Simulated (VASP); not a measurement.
# Re (I4/mmm) in VASP: a series of runs, part 2 of 2

VASP 6.6.1.

**3. Single point, PBEsol (strain -0.050 along x and y, +0.000 along z)**

The input, INCAR:

```
ALGO = Normal
EDIFF = 1E-7
ENCUT = 520
GGA = PS
ISIF = 2
ISMEAR = 0
LASPH = True
LCHARG = True
LELF = True
LREAL = False
LVHAR = True
LWAVE = False
NBANDS = 10
NELM = 60
PREC = Accurate
SIGMA = 0.15
```

The input, KPOINTS:

```
k-points
0
Gamma
  20 20 20
```

The input, POSCAR:

```
Re
1.0
    0.0000000000      1.8762500000      1.9750000000
    1.8762500000      0.0000000000      1.9750000000
    1.8762500000      1.8762500000      0.0000000000
Re
1
Direct
    0.0000000000      0.0000000000      0.0000000000
```

Potentials or basis: VASP PAW PBE potentials, release 64 (Re).

Command:

```bash
> cat potpaw_PBE.64/Re/POTCAR > POTCAR
> mpirun -np 1 vasp_std > vasp.out
```

OUTCAR:

```text
EDIFF = 1E-7
   ENCUT = 520
   GGA = PS
   ISIF = 2
   ISMEAR = 0
   LASPH = True
   LREAL = False
   NELM = 60
   PREC = Accurate

 ion  position               nearest neighbor table
   1  0.000  0.000  0.000-

  LATTYP: Found a body centered tetragonal cell.
 ALAT       =     2.6534181964
 C/A-ratio  =     1.4886458551

  Lattice vectors:

 A1 = (  -1.8762500000,   0.0000000000,   1.9750000000)
 A2 = (   1.8762500000,   0.0000000000,   1.9750000000)
 A3 = (   0.0000000000,   1.8762500000,  -1.9750000000)

Analysis of symmetry for initial positions (statically):
=====================================================================
 Subroutine PRICEL returns:
 Original cell was already a primitive cell.

 Routine SETGRP: Setting up the symmetry group for a
 body centered tetragonal supercell.

 Subroutine GETGRP returns: Found 16 space group operations
 (whereof 16 operations were pure point group operations)
 out of a pool of 16 trial point group operations.

The static configuration has the point symmetry D_4h.

Analysis of symmetry for dynamics (positions and initial velocities):
=====================================================================
 Subroutine PRICEL returns:
 Original cell was already a primitive cell.

 Routine SETGRP: Setting up the symmetry group for a
 body centered tetragonal supercell.

 Subroutine GETGRP returns: Found 16 space group operations
 (whereof 16 operations were pure point group operations)
 out of a pool of 16 trial point group operations.

The dynamic configuration has the point symmetry D_4h.

 Subroutine INISYM returns: Found 16 space group operations
 (whereof 16 operations are pure point group operations),
 and found     1 'primitive' translations

----------------------------------------------------------------------------------------

                                     Primitive cell

  volume of cell :      13.9052

  direct lattice vectors                    reciprocal lattice vectors
     0.000000000  1.876250000  1.975000000    -0.266489007  0.266489007  0.253164557
[... 111 lines left out ...]
   AEXX    =    0.0000 exact exchange contribution
   IVDW    =     0    specifies the selected vdW correction
   LEPSILON=     F    determine dielectric tensor
   LRPA    =     F    only Hartree local field effects (RPA)
 non-spin polarized calculation
 Gauss-broadening in eV      SIGMA  =   0.15
  energy-cutoff  :      520.00
  volume of cell :       13.91
 maximum number of plane-waves:       388
   NGX = 11   NGY = 11   NGZ =  9

 number of electron       7.0000000 magnetization

 Free energy of the ion-electron system (eV)
  ---------------------------------------------------
  ext. energy  EPLUGINS =         0.00000000
  ---------------------------------------------------
  free energy    TOTEN  =       -13.23429692 eV

  energy without entropy =      -13.22491773  energy(sigma->0) =      -13.22960733

 E-fermi :   8.7427     XC(G=0): -14.1303

 val. band max:        8.7423579903   @ k =   0.5000   0.0000   0.3500
 cond. band min:       8.7464751072   @ k =  -0.4000   0.1500   0.3000
 fundamental gap:      0.0041171169
 Fermi energy:         8.7426824004

 k-point     1 :       0.0000    0.0000    0.0000
  band No.  band energies     occupation
      1      -1.8538      2.00000
      2       6.1045      2.00000
      3       6.9230      2.00000
      4       6.9230      2.00000
      5       9.4890      0.00000
      6      10.6638      0.00000
      7      22.7563      0.00000
      8      27.4489      0.00000
      9      29.3307      0.00000
     10      29.3307      0.00000
[... 287 lines left out ...]
 k-point    24 :      -0.3500    0.0500    0.0000
  band No.  band energies     occupation
      1       1.4789      2.00000
      2       6.2103      2.00000
      3       7.0375      2.00000
      4       7.1599      2.00000
      5      11.3237      0.00000
      6      12.5003      0.00000
      7      20.9606      0.00000
      8      24.6303      0.00000
      9      30.7992      0.00000
     10      32.7910      0.00000

 [... further k-points ...]

------------------------ aborting loop because EDIFF is reached ----------------------------------------

  FORCE on cell =-STRESS in cart. coord.  units (eV):
  Direction    XX          YY          ZZ          XY          YZ          ZX
  --------------------------------------------------------------------------------------
  -------------------------------------------------------------------------------------
  Total        2.4684176      2.4684176      0.8496173      0.0000000      0.0000000     -0.0000000
  in kB      284.4138296    284.4138296     97.8938571      0.0000000      0.0000000     -0.0000000
  external PRESSURE =     222.2405054 kB  Pullay stress =       0.0000000 kB

 VOLUME and BASIS-vectors are now :
 -----------------------------------------------------------------------------
  energy-cutoff  :      520.00
  volume of cell :       13.91
      direct lattice vectors                 reciprocal lattice vectors
     0.000000000  1.876250000  1.975000000    -0.266489007  0.266489007  0.253164557
     1.876250000  0.000000000  1.975000000     0.266489007 -0.266489007  0.253164557
     1.876250000  1.876250000  0.000000000     0.266489007  0.266489007 -0.253164557

 POSITION                                       TOTAL-FORCE (eV/Angst)
 -----------------------------------------------------------------------------------
      0.00000      0.00000      0.00000        -0.000000     -0.000000      0.000000
 -----------------------------------------------------------------------------------
    total drift:                                0.000000     -0.000000     -0.000000

  FREE ENERGIE OF THE ION-ELECTRON SYSTEM (eV)
  ---------------------------------------------------
  free  energy   TOTEN  =       -13.2342969239 eV

  energy  without entropy=      -13.2249177275  energy(sigma->0) =      -13.22960733
```

Wall time 30 s (1 thread of Intel Xeon 6975P-C (Granite Rapids), shared host); peak memory 0.2 GiB.

What came out:

```yaml
Free_energy: -13.2343 eV
Pressure: 22.2 GPa
Band_gap_on_the_k_mesh: zero (an odd number of electrons rules out a gap without spin polarisation)
```

Stress tensor (GPa, compression positive):
```
28.44  0.00  0.00
 0.00 28.44  0.00
 0.00  0.00  9.79
```

Caveat: the cell differs from its parent crystal (strain -0.050 along x and y, +0.000 along z); the cell stands under pressure; the PAW data sets were made with another functional, which shifts forces and pressure a little; spin-orbit coupling is left out, which moves the levels of the heavy elements.

**4. Single point, PBEsol (strain -0.025 along x and y, -0.050 along z)**

The input, INCAR:

```
PREC = Accurate
ENCUT = 520
EDIFF = 1E-6
ISMEAR = 0
SIGMA = 0.15
LREAL = F
LASPH = T
NELM = 60
ALGO = Normal
ISIF = 2
LWAVE = F
LCHARG = T
GGA = PS
LELF = T
LVHAR = T
NBANDS = 10
```

The input, KPOINTS:

```
regular mesh
0
Gamma
  20 20 20
```

The input, POSCAR:

```
Re
1.0
    0.0000000000      1.9256250000      1.8762500000
    1.9256250000      0.0000000000      1.8762500000
    1.9256250000      1.9256250000      0.0000000000
Re
1
Direct
    0.0000000000      0.0000000000      0.0000000000
```

Command:

```bash
> cat potpaw_PBE.64/Re/POTCAR > POTCAR
> mpirun -np 1 vasp_std > vasp.out
```

It took 31 s on 1 thread of Intel Xeon 6975P-C (Granite Rapids), shared host; peak memory 0.2 GiB.

It converged, with:

- Free energy: -13.2564 eV
- Pressure: 21.5 GPa
- Band gap on the k mesh: zero (an odd number of electrons rules out a gap without spin polarisation)

Stress tensor (GPa, compression positive):
```
18.63  0.00  0.00
 0.00 18.63  0.00
 0.00  0.00 27.30
```

Levels at points of the mesh, in eV from the Fermi level:
```tsv
k point	band 2	band 3	band 4	band 5	band 6	band 7
(0.00, 0.00, 0.00)	-2.23	-2.23	-1.84	1.08	1.63	13.98
(0.50, 0.00, 0.00)	-2.56	-2.12	0.31	4.03	4.30	10.81
(0.50, 0.50, 0.00)	-6.51	3.45	4.09	5.01	5.01	12.44
(0.50, 0.00, 0.50)	-6.45	2.87	4.11	4.77	5.20	12.66
```

Caveat: the cell differs from its parent crystal (strain -0.025 along x and y, -0.050 along z); the cell stands under pressure; the PAW data sets were made with another functional, which shifts forces and pressure a little; spin-orbit coupling is left out, which moves the levels of the heavy elements.

**5. Single point, PBEsol (strain -0.050 along x and y, +0.025 along z)**

The input, INCAR:

```
SYSTEM = Re
PREC = Accurate
ENCUT = 520
EDIFF = 1E-6
ISMEAR = 0
SIGMA = 0.15
LREAL = .False.
LASPH = .True.
NELM = 60
ALGO = Fast
ISIF = 2
LWAVE = .False.
LCHARG = .True.
GGA = PS
LELF = .True.
LVHAR = .True.
NBANDS = 10
```

The input, KPOINTS:

```
Automatic mesh
0
Gamma
  20 20 20
  0 0 0
```

The input, POSCAR:

```
Re
1.0
    0.0000000000      1.8762500000      2.0243750000
    1.8762500000      0.0000000000      2.0243750000
    1.8762500000      1.8762500000      0.0000000000
Re
1
Direct
    0.0000000000      0.0000000000      0.0000000000
```

Command:

```bash
> cat potpaw_PBE.64/Re/POTCAR > POTCAR
> mpirun -np 1 vasp_std > vasp.out
```

It took 34 s on 1 thread of Intel Xeon 6975P-C (Granite Rapids), shared host; peak memory 0.22 GiB.

It converged, with:

| Item | Value |
| --- | --- |
| Free energy | -13.2379 eV |
| Pressure | 11.1 GPa |
| Band gap on the k mesh | zero (an odd number of electrons rules out a gap without spin polarisation) |

Stress tensor (GPa, compression positive):
```
19.92  0.00  0.00
 0.00 19.92  0.00
 0.00  0.00 -6.42
```

Levels at points of the mesh, in eV from the Fermi level:
```csv
k point,band 1,band 2,band 3,band 4,band 5,band 6
"(0.00, 0.00, 0.00)",-10.43,-2.80,-1.61,-1.61,0.39,2.09
"(0.50, 0.00, 0.00)",-7.18,-2.86,-1.66,0.25,3.67,4.28
"(0.50, 0.50, 0.00)",-7.22,-6.19,1.86,4.07,4.71,4.71
"(0.50, 0.00, 0.50)",-7.17,-6.28,3.48,3.75,4.09,5.47
```

Caveat: the cell differs from its parent crystal (strain -0.050 along x and y, +0.025 along z); the cell stands under pressure; the PAW data sets were made with another functional, which shifts forces and pressure a little; spin-orbit coupling is left out, which moves the levels of the heavy elements.

**6. Overview**

```tsv
cell	gap on the mesh (eV)	pressure (GPa)
a = 2.689, b = 2.689, c = 2.653 Å, angles 60.4, 60.4, 59.1°, 1 atom	none	35.0
a = 2.724, b = 2.724, c = 2.653 Å, angles 60.9, 60.9, 58.3°, 1 atom	none	22.2
a = 2.689, b = 2.689, c = 2.723 Å, angles 59.6, 59.6, 60.9°, 1 atom	none	21.5
a = 2.760, b = 2.760, c = 2.653 Å, angles 61.3, 61.3, 57.5°, 1 atom	none	11.1
```

Alike in all rows: task single point; level PBEsol; potentials or basis VASP PAW PBE potentials, release 64 (Re); no spin polarisation; k mesh 20 × 20 × 20; cutoff (eV) 520; smearing gaussian 0.15 eV.

Caveats: the cell stands under pressure; the PAW data sets were made with another functional, which shifts forces and pressure a little; spin-orbit coupling is left out, which moves the levels of the heavy elements.

Absolute energies hang on the potentials; compare differences alone.
